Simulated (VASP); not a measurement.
# Be (P6_3/mmc) in VASP: a series of runs

The runs below take Be through single point, with PBE.

Everything below comes from runs of VASP 6.6.1. Logs are shortened: lines on timing, memory, paths and dates and some standing lists are left out, and cuts for length are marked.

**1. The cell of the first run**

Symmetry: P6_3/mmc, No. 194, hexagonal system. Conventional cell: a = 2.266 Å, b = 2.266 Å, c = 3.559 Å, α = 90.00°, β = 90.00°, γ = 120.00°. Within 2.9 Å of Be (site symmetry -6m2) lie 12 Be at 2.21 to 2.27 Å.

**2. Single point, PBE**

The input, INCAR:

```
ALGO     = Normal         # electronic algorithm
EDIFF    = 1E-7           # SCF threshold, eV
ENCUT    = 520            # plane-wave cutoff, eV
GGA      = PE             # functional
ISIF     = 2              # what is computed and relaxed
ISMEAR   = 1              # smearing method
LASPH    = T              # aspherical terms in the spheres
LCHARG   = T              # write CHGCAR
LELF     = T              # ELF
LREAL    = F              # projectors in reciprocal space
LVHAR    = T            
LWAVE    = F              # write WAVECAR
NBANDS   = 9              # bands
NELM     = 60             # most SCF steps
PREC     = Accurate       # precision mode
SIGMA    = 0.2            # smearing width, eV
```

The input, KPOINTS:

```
k-points
0
Gamma
  16 16 9
```

The input, POSCAR:

```
Be
1.0
    2.2656737714      0.0000000000      0.0000000000
   -1.1328368857      1.9621310427      0.0000000000
    0.0000000000      0.0000000000      3.5587036811
Be
2
Direct
    0.3333333333      0.6666666667      0.2500000000
    0.6666666667      0.3333333333      0.7500000000
```

Potentials or basis: VASP PAW PBE potentials, release 64 (Be).

Run with:

```console
> cat potpaw_PBE.64/Be/POTCAR > POTCAR
> mpirun -np 1 vasp_std > vasp.out
```

OUTCAR:

```text
EDIFF = 1E-7
   ENCUT = 520
   GGA = PE
   ISIF = 2
   ISMEAR = 1
   LASPH = T
   LREAL = F
   NELM = 60
   PREC = Accurate

 ion  position               nearest neighbor table
   1  0.333  0.667  0.250-   2 2.21   2 2.21   2 2.21   2 2.21   2 2.21   2 2.21
   2  0.667  0.333  0.750-   1 2.21   1 2.21   1 2.21   1 2.21   1 2.21   1 2.21

  LATTYP: Found a hexagonal cell.
 ALAT       =     2.2656737714
 C/A-ratio  =     1.5707043644

  Lattice vectors:

 A1 = (   2.2656737714,   0.0000000000,   0.0000000000)
 A2 = (  -1.1328368857,   1.9621310427,   0.0000000000)
 A3 = (   0.0000000000,   0.0000000000,   3.5587036811)

Analysis of symmetry for initial positions (statically):
=====================================================================
 Subroutine PRICEL returns:
 Original cell was already a primitive cell.

 Routine SETGRP: Setting up the symmetry group for a
 hexagonal supercell.

 Subroutine GETGRP returns: Found 24 space group operations
 (whereof 12 operations were pure point group operations)
 out of a pool of 24 trial point group operations.

The static configuration has the point symmetry D_3d.
 The point group associated with its full space group is D_6h.

Analysis of symmetry for dynamics (positions and initial velocities):
=====================================================================
 Subroutine PRICEL returns:
 Original cell was already a primitive cell.

 Routine SETGRP: Setting up the symmetry group for a
 hexagonal supercell.

 Subroutine GETGRP returns: Found 24 space group operations
 (whereof 12 operations were pure point group operations)
 out of a pool of 24 trial point group operations.

The dynamic configuration has the point symmetry D_3d.
 The point group associated with its full space group is D_6h.

 Subroutine INISYM returns: Found 24 space group operations
 (whereof 12 operations are pure point group operations),
 and found     1 'primitive' translations

----------------------------------------------------------------------------------------

                                     Primitive cell

  volume of cell :      15.8204

  direct lattice vectors                    reciprocal lattice vectors
[... 88 lines left out ...]
   LREAL  =      F    real-space projection
   EDIFFG = 0.1E-05   stopping-criterion for IOM
   NSW    =      0    number of steps for IOM
   IBRION =     -1    ionic relax: 0-MD 1-quasi-New 2-CG
   NFREE  =      0    steps in history (QN), initial steepest desc. (CG)
   ISIF   =      2    stress and relaxation
   ISYM   =      2    0-nonsym 1-usesym 2-fastsym
   POTIM  = 0.5000    time-step for ionic-motion
   TEBEG  =    0.0;   TEEND  =   0.0 temperature during run
   PSTRESS=    0.0 pullay stress
   NELECT =       4.0000    total number of electrons
   NUPDOWN=      -1.0000    fix difference up-down
   EMIN   =  10.00;   EMAX   =-10.00  energy-range for DOS
   EFERMI =   0.00;   METHOD = LEGACY
   ISMEAR =     1;   SIGMA  =   0.20  broadening in eV -4-tet -1-fermi 0-gaus
   EFERMI_NEDOS =   21; number of points for ismear=-14 and -15
   IALGO  =     38    algorithm
   IMIX   =      4    mixing-type and parameters
     AMIX     =   0.40;   BMIX     =  1.00
     AMIX_MAG =   1.60;   BMIX_MAG =  1.00
  volume/ion in A,a.u.               =       7.91        53.38
  Fermi-wavevector in a.u.,A,eV,Ry     =   1.035196  1.956236 14.580411  1.071630
  Thomas-Fermi vector in A             =   2.169527
   LORBIT       =      0    0 simple, 1 ext, 2 COOP (PROOUT), +10 PAW based schemes
   GGA     = PE    functional components
   LHFCALC =     F    Hartree Fock is set to
   AEXX    =    0.0000 exact exchange contribution
   IVDW    =     0    specifies the selected vdW correction
   LEPSILON=     F    determine dielectric tensor
   LRPA    =     F    only Hartree local field effects (RPA)
 non-spin polarized calculation
 Methfessel and Paxton  Order N= 1 SIGMA  =   0.20
  energy-cutoff  :      520.00
  volume of cell :       15.82
 maximum number of plane-waves:       440
 NGX is ok and might be reduce to    18
   NGX =  9   NGY =  9   NGZ = 13

 number of electron       4.0000000 magnetization

 Free energy of the ion-electron system (eV)
  ---------------------------------------------------
  ext. energy  EPLUGINS =         0.00000000
  ---------------------------------------------------
  free energy    TOTEN  =        -7.53861063 eV

  energy without entropy =       -7.53841769  energy(sigma->0) =       -7.53854631

 E-fermi :   6.9873     XC(G=0): -10.6038

 val. band max:        6.9804160378   @ k =   0.3125   0.1250   0.0000
 cond. band min:       7.0325553374   @ k =   0.2500   0.2500   0.1111
 fundamental gap:      0.0521392996
 Fermi energy:         6.9873181732

 k-point     1 :       0.0000    0.0000    0.0000
  band No.  band energies     occupation
      1      -4.3276      2.00000
      2       2.6049      2.00000
      3       8.1739     -0.00000
      4      22.9600      0.00000
      5      22.9600      0.00000
      6      25.8197      0.00000
      7      25.8197      0.00000
      8      27.9892      0.00000
      9      34.0854      0.00000
[... 265 lines left out ...]
 k-point    24 :       0.2500    0.1875    0.0000
  band No.  band energies     occupation
      1      -0.1594      2.00000
      2       7.9471     -0.00000
      3       8.0416     -0.00000
      4      10.8668     -0.00000
      5      14.6838      0.00000
      6      18.9287      0.00000
      7      21.7584      0.00000
      8      22.8958      0.00000
      9      24.0983      0.00000

 [... further k-points ...]

------------------------ aborting loop because EDIFF is reached ----------------------------------------

  FORCE on cell =-STRESS in cart. coord.  units (eV):
  Direction    XX          YY          ZZ          XY          YZ          ZX
  --------------------------------------------------------------------------------------
  -------------------------------------------------------------------------------------
  Total        0.0170784      0.0170784      0.0083136      0.0000000      0.0000000      0.0000000
  in kB        1.7295841      1.7295841      0.8419423      0.0000000      0.0000000      0.0000000
  external PRESSURE =       1.4337035 kB  Pullay stress =       0.0000000 kB

 VOLUME and BASIS-vectors are now :
 -----------------------------------------------------------------------------
  energy-cutoff  :      520.00
  volume of cell :       15.82
      direct lattice vectors                 reciprocal lattice vectors
     2.265673771  0.000000000  0.000000000     0.441369809  0.254824978  0.000000000
    -1.132836886  1.962131043  0.000000000     0.000000000  0.509649956  0.000000000
     0.000000000  0.000000000  3.558703681     0.000000000  0.000000000  0.281001199

 POSITION                                       TOTAL-FORCE (eV/Angst)
 -----------------------------------------------------------------------------------
     -0.00000      1.30809      0.88968        -0.000000      0.000000      0.000000
      1.13284      0.65404      2.66903         0.000000     -0.000000      0.000000
 -----------------------------------------------------------------------------------
    total drift:                                0.000000     -0.000000      0.000000

  FREE ENERGIE OF THE ION-ELECTRON SYSTEM (eV)
  ---------------------------------------------------
  free  energy   TOTEN  =        -7.5386106265 eV

  energy  without entropy=       -7.5384176906  energy(sigma->0) =       -7.53854631
```

stdout:

```text
POSCAR found type information on POSCAR Be
 POSCAR found :  1 types and       2 ions
 scaLAPACK will be used
 LDA part: xc-table for (Slater+PW92), standard interpolation
 POSCAR, INCAR and KPOINTS ok, starting setup
 FFT: planning ... GRIDC
 FFT: planning ... GRID_SOFT
 FFT: planning ... GRID
 WAVECAR not read
 entering main loop
```

Run time: 31 s. Hardware: 1 thread of Intel Xeon 8259CL, shared host; peak memory 0.13 GiB.

Results:

- Free energy: -7.5386 eV
- Pressure: 0.1 GPa
- Band gap on the k mesh: zero (bands 2 and 3 overlap by 1.60 eV)

Stress tensor (GPa, compression positive):
```
0.17 0.00 0.00
0.00 0.17 0.00
0.00 0.00 0.08
```

**3. Single point, PBE**

The input, INCAR:

```
PREC = Accurate
ENCUT = 520
EDIFF = 1E-6
ISMEAR = 1
SIGMA = 0.3
LREAL = F
LASPH = T
NELM = 60
ALGO = Normal
ISIF = 2
LWAVE = F
LCHARG = F
GGA = PE
NBANDS = 9
```

The input, KPOINTS:

```
regular mesh
0
Gamma
  16 16 9
```

POSCAR is that of step 2.

Potentials or basis: VASP PAW PBE potentials, release 64 (Be).

Run with:

```console
> cat potpaw_PBE.64/Be/POTCAR > POTCAR
> mpirun -np 1 vasp_std > vasp.out
```

OUTCAR:

```text
PREC = Accurate
   ENCUT = 520
   EDIFF = 1E-6
   ISMEAR = 1
   LREAL = F
   LASPH = T
   NELM = 60
   ISIF = 2
   GGA = PE

 ion  position               nearest neighbor table
   1  0.333  0.667  0.250-   2 2.21   2 2.21   2 2.21   2 2.21   2 2.21   2 2.21
   2  0.667  0.333  0.750-   1 2.21   1 2.21   1 2.21   1 2.21   1 2.21   1 2.21

  LATTYP: Found a hexagonal cell.
 ALAT       =     2.2656737714
 C/A-ratio  =     1.5707043644

  Lattice vectors:

 A1 = (   2.2656737714,   0.0000000000,   0.0000000000)
 A2 = (  -1.1328368857,   1.9621310427,   0.0000000000)
 A3 = (   0.0000000000,   0.0000000000,   3.5587036811)

Analysis of symmetry for initial positions (statically):
=====================================================================
 Subroutine PRICEL returns:
 Original cell was already a primitive cell.

 Routine SETGRP: Setting up the symmetry group for a
 hexagonal supercell.

 Subroutine GETGRP returns: Found 24 space group operations
 (whereof 12 operations were pure point group operations)
 out of a pool of 24 trial point group operations.

[... 169 lines left out ...]
 fundamental gap:      0.3091080916
 Fermi energy:         6.9525547788

 k-point     1 :       0.0000    0.0000    0.0000
  band No.  band energies     occupation
      1      -4.3276      2.00000
      2       2.6049      2.00000
      3       8.1738     -0.00000
      4      22.9600      0.00000
      5      22.9600      0.00000
      6      25.8196      0.00000
      7      25.8196      0.00000
      8      27.9891      0.00000
      9      34.0854      0.00000
[... 265 lines left out ...]
 k-point    24 :       0.2500    0.1875    0.0000
  band No.  band energies     occupation
      1      -0.1594      2.00000
      2       7.9472     -0.00003
      3       8.0415     -0.00000
      4      10.8667     -0.00000
      5      14.6838      0.00000
      6      18.9287      0.00000
      7      21.7583      0.00000
      8      22.8957      0.00000
      9      24.0984      0.00000

 [... further k-points ...]

------------------------ aborting loop because EDIFF is reached ----------------------------------------

  FORCE on cell =-STRESS in cart. coord.  units (eV):
  Direction    XX          YY          ZZ          XY          YZ          ZX
  --------------------------------------------------------------------------------------
  -------------------------------------------------------------------------------------
  Total        0.0161053      0.0161053      0.0092516      0.0000000     -0.0000000      0.0000000
  in kB        1.6310281      1.6310281      0.9369408      0.0000000     -0.0000000      0.0000000
  external PRESSURE =       1.3996657 kB  Pullay stress =       0.0000000 kB

 VOLUME and BASIS-vectors are now :
 -----------------------------------------------------------------------------
  energy-cutoff  :      520.00
  volume of cell :       15.82
      direct lattice vectors                 reciprocal lattice vectors
     2.265673771  0.000000000  0.000000000     0.441369809  0.254824978  0.000000000
    -1.132836886  1.962131043  0.000000000     0.000000000  0.509649956  0.000000000
     0.000000000  0.000000000  3.558703681     0.000000000  0.000000000  0.281001199

 POSITION                                       TOTAL-FORCE (eV/Angst)
 -----------------------------------------------------------------------------------
     -0.00000      1.30809      0.88968         0.000000     -0.000000      0.000000
      1.13284      0.65404      2.66903        -0.000000      0.000000      0.000000
 -----------------------------------------------------------------------------------
    total drift:                                0.000000     -0.000000      0.000000

  FREE ENERGIE OF THE ION-ELECTRON SYSTEM (eV)
  ---------------------------------------------------
  free  energy   TOTEN  =        -7.5385253550 eV

  energy  without entropy=       -7.5393447681  energy(sigma->0) =       -7.53879849
```

OSZICAR:

```text
N       E                     dE             d eps       ncg     rms          rms(c)
DAV:   1    -0.297072381116E+01   -0.29707E+01   -0.17827E+03  2724   0.364E+02
DAV:   2    -0.755776797577E+01   -0.45870E+01   -0.44592E+01  4216   0.536E+01
DAV:   3    -0.760296816589E+01   -0.45200E-01   -0.45102E-01  3036   0.369E+00
DAV:   4    -0.760303532533E+01   -0.67159E-04   -0.67157E-04  3365   0.148E-01
DAV:   5    -0.760303536198E+01   -0.36655E-07   -0.35801E-07  3032   0.322E-03    0.121E+00
DAV:   6    -0.755694700829E+01    0.46088E-01   -0.60002E-03  2950   0.774E-01    0.745E-01
DAV:   7    -0.753854853163E+01    0.18398E-01   -0.65329E-03  2932   0.806E-01    0.276E-02
DAV:   8    -0.753852667151E+01    0.21860E-04   -0.15136E-05  2944   0.321E-02    0.948E-03
DAV:   9    -0.753852554052E+01    0.11310E-05   -0.28195E-06  3103   0.143E-02    0.108E-03
DAV:  10    -0.753852535499E+01    0.18552E-06   -0.48277E-09  1670   0.572E-04
   1 F= -.75385254E+01 E0= -.75387985E+01  d E =0.819413E-03
```

It took 27 s on 1 thread of Intel Xeon 8259CL, shared host; peak memory 0.13 GiB.

What came out:

```
Free energy            : -7.5385 eV
Pressure               : 0.1 GPa
Band gap on the k mesh : zero (bands 2 and 3 overlap by 1.60 eV)
```

Caveat: so wide a smearing shifts energies and pressures.

**4. Single point, PBE**

The input, INCAR:

```
SYSTEM = Be
PREC = Accurate
ENCUT = 520
EDIFF = 1E-7
ISMEAR = 1
SIGMA = 0.6
LREAL = .FALSE.
LASPH = .TRUE.
NELM = 60
ALGO = Normal
ISIF = 2
LWAVE = .FALSE.
LCHARG = .FALSE.
GGA = PE
NBANDS = 9
```

The input, KPOINTS:

```
Automatic mesh
0
G
  16 16 9
  0 0 0
```

POSCAR is that of step 3.

Run with:

```console
> cat potpaw_PBE.64/Be/POTCAR > POTCAR
> mpirun -np 1 vasp_std > vasp.out
```

Run time: 29 s. Hardware: 1 thread of Intel Xeon 8259CL, shared host; peak memory 0.13 GiB.

It converged, with:

| Quantity | Value |
| --- | --- |
| Free energy | -7.5364 eV |
| Pressure | 0.1 GPa |
| Band gap on the k mesh | zero (bands 2 and 3 overlap by 1.60 eV) |

Levels at points of the mesh, in eV from the Fermi level:
```
           k point  band 1  band 2  band 3  band 4  band 5
(0.00, 0.00, 0.00)  -11.28   -4.35    1.22   16.00   16.00
(0.50, 0.00, 0.00)   -4.95   -3.08    3.70    6.57    6.85
```

Caveat: so wide a smearing shifts energies and pressures.

**5. Summary**

```csv
smearing,gap on the mesh (eV),pressure (GPa)
methfessel-paxton 0.2 eV,none,0.1
methfessel-paxton 0.3 eV,none,0.1
methfessel-paxton 0.6 eV,none,0.1
```

Alike in all rows: task single point; level PBE; potentials or basis VASP PAW PBE potentials, release 64 (Be); no spin polarisation; cell as given; k mesh 16 × 16 × 9; cutoff (eV) 520.

Caveats: so wide a smearing shifts energies and pressures (at least some runs).

Total energies depend on the potentials used, so only differences within one code and one set of settings carry meaning.
